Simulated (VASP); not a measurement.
A run of VASP 6.6.1:

INCAR

```
ALGO = Normal
EDIFF = 1E-7
ENCUT = 520
GGA = PS
ISIF = 2
ISMEAR = -1
LASPH = T
LCHARG = F
LREAL = F
LWAVE = F
NBANDS = 22
NELM = 60
PREC = Accurate
SIGMA = 0.1
```

Contents of KPOINTS:

```
k-points
0
Gamma
  13 13 7
```

POSCAR

```
Rh
1.0
    2.7309790000      0.0000000000      0.0000000000
   -1.3654900000      2.3650970000      0.0000000000
    0.0000000000      0.0000000000      4.4284890000
Rh
2
Direct
    0.6666666667      0.3333333333      0.7500000000
    0.3333333333      0.6666666667      0.2500000000
```

Potentials or basis: VASP PAW PBE potentials, release 64 (Rh_pv).

Run with:

```console
$ cat potpaw_PBE.64/Rh_pv/POTCAR > POTCAR
$ mpirun -np 1 vasp_std > vasp.out
```

Hardware: 1 thread of Intel(R) Xeon(R) Platinum 8488C (Sapphire Rapids), with other jobs on the host.

Task: How long does it take, and how much memory?

Result: It took 28 s on 1 thread of Intel(R) Xeon(R) Platinum 8488C (Sapphire Rapids), on a shared host, peak memory 0.17 GiB. Counts: scf iterations 11, k points 84.
